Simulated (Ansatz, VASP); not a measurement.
# KF in VASP and in Ansatz

```
CELL_PARAMETERS angstrom
0.00000 2.65896 2.52920
2.65896 0.00000 2.52920
2.65896 2.65896 0.00000
ATOMIC_POSITIONS crystal
K 0.00000 0.00000 0.00000
F 0.50000 0.50000 0.50000
```

Change from the starting cell: uniaxial_z strain -4.9%.

Alike in both runs: task single point; functional PBE; k mesh 8 × 8 × 8; occupations fermi-dirac, width 0.02 eV; no spin polarisation.

|  | VASP | Ansatz |
| --- | --- | --- |
| version | VASP 6.6.1 | Ansatz 0.2.0 |
| potentials or method | VASP PAW PBE potentials, release 64 (K_sv, F) | plane waves, PAW |
| plane-wave cutoff (eV) | 520 | 420 |
| valence electrons in the cell | 16 | 16 |

|  | VASP | Ansatz | Ansatz less VASP |
| --- | --- | --- | --- |
| gap on the k mesh at the Fermi level (eV) | 6.42 | 6.44 | +0.019 |
| pressure (GPa) | 4.4 | 4.3 | -0.12 |
| traceless stress, the component that is largest in VASP (GPa) | 3.05 | 2.94 | -0.111 |

With one functional, cell and mesh, what is left measures potentials, basis and numerics.
